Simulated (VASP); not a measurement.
# Se (P6_3/mmc) in VASP: notebook

Se is run at these levels: PBEsol; tasks: relaxation of shape and atoms at fixed volume.

Everything below comes from runs of VASP 6.6.1. Logs are shortened: lines on timing, memory, paths and dates and some standing lists are left out, and cuts for length are marked.

### Step 1. The cell of the first run

The structure is hexagonal, space group P6_3/mmc (No. 194). Conventional cell: a = 3.005 Å, b = 3.005 Å, c = 3.221 Å, α = 90.00°, β = 90.00°, γ = 120.00°. Within 3.3 Å of Se (site symmetry -6m2) lie 14 Se at 2.37 to 3.22 Å.

This isn't the form of Se at room conditions, which is trigonal, of chains.

### Step 2. Relaxation of shape and atoms at fixed volume, PBEsol

INCAR reads:

```
PREC = Accurate
ENCUT = 600
EDIFF = 1E-6
ISMEAR = -1
SIGMA = 0.1
LREAL = F
LASPH = T
NELM = 60
ALGO = Normal
ISIF = 4
LWAVE = F
LCHARG = F
GGA = PS
IBRION = 2
NSW = 50
EDIFFG = -0.005
```

KPOINTS reads:

```
Automatic mesh
0
Gamma
  14 14 8
```

POSCAR reads:

```
Se
1.0
    3.0047028122      0.0000000000      0.0000000000
   -1.5023514061      2.6021489662      0.0000000000
    0.0000000000      0.0000000000      3.2208080265
Se
2
Direct
    0.3333333333      0.6666666667      0.2500000000
    0.6666666667      0.3333333333      0.7500000000
```

Potentials or basis: VASP PAW PBE potentials, release 64 (Se).

Launch:

```bash
> cat potpaw_PBE.64/Se/POTCAR > POTCAR
> mpirun -np 1 vasp_std > vasp.out
```

OUTCAR:

```text
PREC = Accurate
   ENCUT = 600
   EDIFF = 1E-6
   ISMEAR = -1
   LREAL = F
   LASPH = T
   NELM = 60
   ISIF = 4
   GGA = PS
   IBRION = 2
   NSW = 50
   EDIFFG = -0.005

 ion  position               nearest neighbor table
   1  0.333  0.667  0.250-   2 2.37   2 2.37   2 2.37   2 2.37   2 2.37   2 2.37
   2  0.667  0.333  0.750-   1 2.37   1 2.37   1 2.37   1 2.37   1 2.37   1 2.37

  LATTYP: Found a hexagonal cell.
 ALAT       =     3.0047028122
 C/A-ratio  =     1.0719223257

  Lattice vectors:

 A1 = (   3.0047028122,   0.0000000000,   0.0000000000)
 A2 = (  -1.5023514061,   2.6021489662,   0.0000000000)
 A3 = (   0.0000000000,   0.0000000000,   3.2208080265)

Analysis of symmetry for initial positions (statically):
=====================================================================
 Subroutine PRICEL returns:
 Original cell was already a primitive cell.

 Routine SETGRP: Setting up the symmetry group for a
 hexagonal supercell.

 Subroutine GETGRP returns: Found 24 space group operations
 (whereof 12 operations were pure point group operations)
 out of a pool of 24 trial point group operations.

The static configuration has the point symmetry D_3d.
 The point group associated with its full space group is D_6h.

Analysis of symmetry for dynamics (positions and initial velocities):
=====================================================================
 Subroutine PRICEL returns:
 Original cell was already a primitive cell.

 Routine SETGRP: Setting up the symmetry group for a
 hexagonal supercell.

 Subroutine GETGRP returns: Found 24 space group operations
 (whereof 12 operations were pure point group operations)
 out of a pool of 24 trial point group operations.

The dynamic configuration has the point symmetry D_3d.
 The point group associated with its full space group is D_6h.

 Subroutine INISYM returns: Found 24 space group operations
 (whereof 12 operations are pure point group operations),
 and found     1 'primitive' translations

----------------------------------------------------------------------------------------

                                     Primitive cell

  volume of cell :      25.1825

  direct lattice vectors                    reciprocal lattice vectors
     3.004702812  0.000000000  0.000000000     0.332811616  0.192148876  0.000000000
    -1.502351406  2.602148966  0.000000000     0.000000000  0.384297753  0.000000000
     0.000000000  0.000000000  3.220808026     0.000000000  0.000000000  0.310481094
[... 101 lines left out ...]
   IALGO  =     38    algorithm
   IMIX   =      4    mixing-type and parameters
     AMIX     =   0.40;   BMIX     =  1.00
     AMIX_MAG =   1.60;   BMIX_MAG =  1.00
  volume/ion in A,a.u.               =      12.59        84.97
  Fermi-wavevector in a.u.,A,eV,Ry     =   1.278701  2.416395 22.246570  1.635077
  Thomas-Fermi vector in A             =   2.411229
   LORBIT       =      0    0 simple, 1 ext, 2 COOP (PROOUT), +10 PAW based schemes
   GGA     = PS    functional components
   LHFCALC =     F    Hartree Fock is set to
   AEXX    =    0.0000 exact exchange contribution
   IVDW    =     0    specifies the selected vdW correction
   LEPSILON=     F    determine dielectric tensor
   LRPA    =     F    only Hartree local field effects (RPA)
 conjugate gradient relaxation of ions
 non-spin polarized calculation
  energy-cutoff  :      600.00
  volume of cell :       25.18
 maximum number of plane-waves:       858
   NGX = 13   NGY = 13   NGZ = 13

--------------------------------------- Ionic step        1  -------------------------------------------

 number of electron      12.0000001 magnetization

 Free energy of the ion-electron system (eV)
  ---------------------------------------------------
  ext. energy  EPLUGINS =         0.00000000
  ---------------------------------------------------
  free energy    TOTEN  =        -3.11800123 eV

  energy without entropy =       -3.09505775  energy(sigma->0) =       -3.10652949

------------------------ aborting loop because EDIFF is reached ----------------------------------------

  FORCE on cell =-STRESS in cart. coord.  units (eV):
  Direction    XX          YY          ZZ          XY          YZ          ZX
  --------------------------------------------------------------------------------------
  -------------------------------------------------------------------------------------
  Total       15.9838538     15.9838538     24.8935138      0.0000000      0.0000000      0.0000000
  in kB     1016.9358602   1016.9358602   1583.7924452      0.0000000      0.0000000      0.0000000
  external PRESSURE =    1205.8880552 kB  Pullay stress =       0.0000000 kB
[... 275 lines left out ...]
--------------------------------------- Ionic step        9  -------------------------------------------

 number of electron      11.9999998 magnetization

 Free energy of the ion-electron system (eV)
  ---------------------------------------------------
  ext. energy  EPLUGINS =         0.00000000
  ---------------------------------------------------
  free energy    TOTEN  =        -4.02227375 eV

  energy without entropy =       -3.99830826  energy(sigma->0) =       -4.01029100

 E-fermi :  12.6349     XC(G=0): -12.9836

 val. band max:       12.5950807841   @ k =   0.3571  -0.0000   0.5000
 cond. band min:      12.6477734735   @ k =   0.3571   0.2857   0.2500
 fundamental gap:      0.0526926894
 Fermi energy:        12.6348705775

 k-point     1 :       0.0000    0.0000    0.0000
  band No.  band energies     occupation
      1      -9.2821      2.00000
      2      -0.9897      2.00000
      3       1.2021      2.00000
      4      14.4085      0.00000
      5      14.4085      0.00000
      6      17.4210      0.00000
      7      17.4210      0.00000
      8      20.6455      0.00000
      9      20.8458      0.00000
     10      24.1858      0.00000
[... 287 lines left out ...]
 k-point    24 :       0.3571    0.2857    0.0000
  band No.  band energies     occupation
      1      -2.1611      2.00000
      2      -1.2180      2.00000
      3       2.9131      2.00000
      4       7.6817      2.00000
      5       8.0986      2.00000
      6       8.2873      2.00000
      7       9.2258      2.00000
      8      10.2844      2.00000
      9      15.5978      0.00000
     10      25.5693      0.00000

 [... further k-points ...]

------------------------ aborting loop because EDIFF is reached ----------------------------------------

  FORCE on cell =-STRESS in cart. coord.  units (eV):
  Direction    XX          YY          ZZ          XY          YZ          ZX
  --------------------------------------------------------------------------------------
  -------------------------------------------------------------------------------------
  Total       14.7632987     14.7632987     14.7611149      0.0000000      0.0000000      0.0000000
  in kB      939.2808551    939.2808551    939.1419150      0.0000000      0.0000000      0.0000000
  external PRESSURE =     939.2345417 kB  Pullay stress =       0.0000000 kB
[... 17 lines left out ...]
  FREE ENERGIE OF THE ION-ELECTRON SYSTEM (eV)
  ---------------------------------------------------
  free  energy   TOTEN  =        -4.0222737466 eV

  energy  without entropy=       -3.9983082600  energy(sigma->0) =       -4.01029100

 reached required accuracy - stopping structural energy minimisation
```

Wall time 2.7 min (1 thread of Intel Xeon 8259CL, shared host); peak memory 0.17 GiB.

What came out:

```yaml
Free_energy: -4.0223 eV
Energy_gained_by_relaxing: 452.1 meV/atom
Ionic_steps: 9
Pressure_after_relaxing: 93.9 GPa
Band_gap_on_the_k_mesh: zero (bands 6 and 7 overlap by 8.20 eV)
```

The path:
```csv
step,energy change (eV),largest force (eV/Å),pressure (GPa),volume (Å³)
1,0.0000,0.0000,120.59,25.18
2,-0.8136,0.0000,100.34,25.18
3,-0.8852,0.0000,92.87,25.18
4,-0.9012,0.0000,95.00,25.18
5,-0.9026,0.0000,94.63,25.18
6,-0.9032,0.0000,93.55,25.18
7,-0.9039,0.0000,94.19,25.18
8,-0.9042,0.0000,93.86,25.18
9,-0.9043,0.0000,93.92,25.18
```

Final structure:
```
CELL_PARAMETERS angstrom
2.69804 0.00000 0.00000
-1.34902 2.33657 0.00000
0.00000 0.00000 3.99457
ATOMIC_POSITIONS crystal
Se 0.33333 0.66667 0.25000
Se 0.66667 0.33333 0.75000
```

Caveat: a cell axis changed by over 15 % at a fixed basis, so the end point is rough; the PAW data sets were made with another functional, which shifts forces and pressure a little.

### Step 3. Relaxation of shape and atoms at fixed volume, PBEsol

This run uses another cell than the first one, of 14.27 Å³/atom.

INCAR reads:

```
SYSTEM = Se
ALGO = Normal
EDIFF = 1E-7
EDIFFG = -0.005
ENCUT = 600
GGA = PS
IBRION = 2
ISIF = 4
ISMEAR = -1
LASPH = .TRUE.
LCHARG = .FALSE.
LREAL = .FALSE.
LWAVE = .FALSE.
NELM = 100
NSW = 50
PREC = Accurate
SIGMA = 0.1
```

KPOINTS reads:

```
k-points
0
G
  14 14 8
  0 0 0
```

POSCAR reads:

```
Se
1.0
    3.1327139734      0.0000000000      0.0000000000
   -1.5663569867      2.7130098837      0.0000000000
    0.0000000000      0.0000000000      3.3580260481
Se
2
Direct
    0.3333333333      0.6666666667      0.2500000000
    0.6666666667      0.3333333333      0.7500000000
```

Potentials or basis: VASP PAW PBE potentials, release 64 (Se).

Launch:

```bash
> cat potpaw_PBE.64/Se/POTCAR > POTCAR
> mpirun -np 1 vasp_std > vasp.out
```

OUTCAR:

```text
SYSTEM = Se
   EDIFF = 1E-7
   EDIFFG = -0.005
   ENCUT = 600
   GGA = PS
   IBRION = 2
   ISIF = 4
   ISMEAR = -1
   LASPH = .TRUE.
   LREAL = .FALSE.
   NELM = 100
   NSW = 50
   PREC = Accurate

 ion  position               nearest neighbor table
   1  0.333  0.667  0.250-   2 2.47   2 2.47   2 2.47   2 2.47   2 2.47   2 2.47
   2  0.667  0.333  0.750-   1 2.47   1 2.47   1 2.47   1 2.47   1 2.47   1 2.47

  LATTYP: Found a hexagonal cell.
 ALAT       =     3.1327139734
 C/A-ratio  =     1.0719223257

  Lattice vectors:

 A1 = (   3.1327139734,   0.0000000000,   0.0000000000)
 A2 = (  -1.5663569867,   2.7130098837,   0.0000000000)
 A3 = (   0.0000000000,   0.0000000000,   3.3580260481)

Analysis of symmetry for initial positions (statically):
=====================================================================
 Subroutine PRICEL returns:
 Original cell was already a primitive cell.

[... 368 lines left out ...]
 fundamental gap:      0.0367494240
 Fermi energy:        10.4354892111

 k-point     1 :       0.0000    0.0000    0.0000
  band No.  band energies     occupation
      1      -9.7435      2.00000
      2      -1.4188      2.00000
      3       0.8472      2.00000
      4      10.6837      0.15430
      5      10.6837      0.15430
      6      13.8315      0.00000
      7      13.8315      0.00000
      8      16.6498      0.00000
      9      17.5758      0.00000
     10      20.9443      0.00000
[... 287 lines left out ...]
 k-point    24 :       0.3571    0.2857    0.0000
  band No.  band energies     occupation
      1      -4.0528      2.00000
      2      -3.2295      2.00000
      3       1.7541      2.00000
      4       6.5362      2.00000
      5       6.5808      2.00000
      6       7.2251      2.00000
      7       7.5206      2.00000
      8       9.3641      1.99996
      9      14.4429      0.00000
     10      21.3468      0.00000

 [... further k-points ...]
[... 5 lines left out ...]
  --------------------------------------------------------------------------------------
  -------------------------------------------------------------------------------------
  Total        9.5239498      9.5239498      9.5380368      0.0000000      0.0000000      0.0000000
  in kB      534.6523737    534.6523735    535.4431836      0.0000000      0.0000000      0.0000000
  external PRESSURE =     534.9159770 kB  Pullay stress =       0.0000000 kB
[... 17 lines left out ...]
  FREE ENERGIE OF THE ION-ELECTRON SYSTEM (eV)
  ---------------------------------------------------
  free  energy   TOTEN  =        -5.5244111571 eV

  energy  without entropy=       -5.4965835550  energy(sigma->0) =       -5.51049736

 reached required accuracy - stopping structural energy minimisation
```

OSZICAR:

```text
N       E                     dE             d eps       ncg     rms          rms(c)
DAV:   1     0.576669039832E+02    0.57667E+02   -0.64293E+03  2400   0.122E+03
DAV:   2    -0.269339252483E+01   -0.60360E+02   -0.58232E+02  3528   0.178E+02
[... 121 lines left out ...]
  22 F= -.55244077E+01 E0= -.55105101E+01  d E =-.440700E-05
       N       E                     dE             d eps       ncg     rms          rms(c)
DAV:   1    -0.552441225471E+01   -0.45115E-05   -0.10802E-04  2574   0.731E-02    0.636E-03
DAV:   2    -0.552441158178E+01    0.67294E-06   -0.29043E-06  2514   0.140E-02    0.322E-03
DAV:   3    -0.552441115467E+01    0.42710E-06   -0.81683E-07  2632   0.595E-03    0.437E-04
DAV:   4    -0.552441115707E+01   -0.23963E-08   -0.24948E-08  1218   0.132E-03
  23 F= -.55244112E+01 E0= -.55104974E+01  d E =-.782046E-05
```

CONTCAR:

```text
Se
   1.00000000000000
     2.8935856822923083    0.0000000000000000    0.0000000000000000
    -1.4467928411461541    2.5059187084458965   -0.0000000000000000
     0.0000000000000000    0.0000000000000001    3.9359797511629204
  Se
     2
Direct
     0.3333333332999970    0.6666666667000030    0.2500000000000000
     0.6666666667000030    0.3333333332999970    0.7500000000000000

  0.00000000E+00  0.00000000E+00  0.00000000E+00
  0.00000000E+00  0.00000000E+00  0.00000000E+00
```

Run time: 5.5 min. Hardware: 1 thread of Intel Xeon 8259CL, shared host; peak memory 0.19 GiB.

What came out:

```
Free energy               : -5.5244 eV
Energy gained by relaxing : 225.7 meV/atom
Ionic steps               : 23
Pressure after relaxing   : 53.5 GPa
Band gap on the k mesh    : zero (bands 6 and 7 overlap by 6.31 eV)
```

The path:
```
step  energy change (eV)  largest force (eV/Å)  pressure (GPa)  volume (Å³)
   1              0.0000                0.0000           70.32        28.54
   2             -0.3978                0.0000           58.93        28.54
   3             -0.4390                0.0000           55.70        28.54
   4             -0.4374                0.0000           51.21        28.54
   5             -0.4512                0.0000           53.10        28.54
   6             -0.4514                0.0000           53.31        28.54
   7             -0.4514                0.0000           53.52        28.54
   8             -0.4514                0.0000           53.52        28.54
   9             -0.4514                0.0000           53.52        28.54
  10             -0.4514                0.0000           53.52        28.54
  11             -0.4514                0.0000           53.52        28.54
  12             -0.4514                0.0000           53.52        28.54
  13             -0.4514                0.0000           53.52        28.54
  14             -0.4514                0.0000           53.52        28.54
  15             -0.4514                0.0000           53.52        28.54
  16             -0.4514                0.0000           53.52        28.54
  17             -0.4514                0.0000           53.52        28.54
  18             -0.4514                0.0000           53.52        28.54
  19             -0.4514                0.0000           53.52        28.54
  20             -0.4514                0.0000           53.52        28.54
  21             -0.4514                0.0000           53.51        28.54
  22             -0.4514                0.0000           53.51        28.54
  23             -0.4514                0.0000           53.49        28.54
```

Final structure:
```yaml
crystal:
  lattice:
    - [2.89359, 0.00000, 0.00000]
    - [-1.44679, 2.50592, 0.00000]
    - [0.00000, 0.00000, 3.93598]
  atoms:
    - { symbol: Se, position: [0.33333, 0.66667, 0.25000] }
    - { symbol: Se, position: [0.66667, 0.33333, 0.75000] }
```

Caveat: a cell axis changed by over 15 % at a fixed basis, so the end point is rough; the PAW data sets were made with another functional, which shifts forces and pressure a little.

### Step 4. Relaxation of shape and atoms at fixed volume, PBEsol

This run uses another cell than the first one, of 15.95 Å³/atom.

INCAR reads:

```
SYSTEM = Se
PREC = Accurate ; ENCUT = 600
EDIFF = 1E-6 ; ISMEAR = -1
SIGMA = 0.1 ; LREAL = .False.
LASPH = .True. ; NELM = 60
ALGO = Normal ; ISIF = 4
LWAVE = .False. ; LCHARG = .False.
GGA = PS ; IBRION = 2
NSW = 50 ; EDIFFG = -0.005
```

KPOINTS reads:

```
regular mesh
0
Gamma
  14 14 8
  0 0 0
```

POSCAR reads:

```
Se
1.0
    3.2510399335      0.0000000000      0.0000000000
   -1.6255199667      2.8154831711      0.0000000000
    0.0000000000      0.0000000000      3.4848622865
Se
2
Direct
    0.3333333333      0.6666666667      0.2500000000
    0.6666666667      0.3333333333      0.7500000000
```

Launch:

```bash
> cat potpaw_PBE.64/Se/POTCAR > POTCAR
> mpirun -np 1 vasp_std > vasp.out
```

It took 2.2 min on 1 thread of Intel Xeon 8259CL, shared host; peak memory 0.19 GiB.

It converged, with:

- Free energy: -6.3895 eV
- Energy gained by relaxing: 94.8 meV/atom
- Ionic steps: 6
- Pressure after relaxing: 31.5 GPa
- Band gap on the k mesh: zero (bands 6 and 7 overlap by 4.47 eV)

Step by step:
| step | energy change (eV) | largest force (eV/Å) | pressure (GPa) | volume (Å³) |
| --- | --- | --- | --- | --- |
| 1 | 0.0000 | 0.0000 | 39.63 | 31.90 |
| 2 | -0.1739 | 0.0000 | 33.64 | 31.90 |
| 3 | -0.1893 | 0.0000 | 31.81 | 31.90 |
| 4 | -0.1896 | 0.0000 | 31.62 | 31.90 |
| 5 | -0.1896 | 0.0000 | 31.49 | 31.90 |
| 6 | -0.1896 | 0.0000 | 31.51 | 31.90 |

Final structure:
```
CELL_PARAMETERS angstrom
3.10569 0.00000 0.00000
-1.55284 2.68961 0.00000
0.00000 0.00000 3.81869
ATOMIC_POSITIONS crystal
Se 0.33333 0.66667 0.25000
Se 0.66667 0.33333 0.75000
```

Levels at points of the mesh, in eV from the Fermi level:
```
           k point  band 3  band 4  band 5  band 6  band 7  band 8  band 9  band 10
(0.00, 0.00, 0.00)   -8.11   -1.25   -1.25    2.13    2.13    4.45    5.92     9.08
(0.50, 0.00, 0.00)   -5.69   -4.65   -4.06   -2.61   -1.73    2.78    3.16     9.42
(0.00, 0.00, 0.50)    0.33    0.33    0.54    0.54    0.54    0.54    8.97     8.97
(0.50, 0.00, 0.50)   -8.80   -8.80   -1.63   -1.63    1.34    1.34    8.49     8.49
```

Caveat: the PAW data sets were made with another functional, which shifts forces and pressure a little.

(Continued in part 2 of 2.)
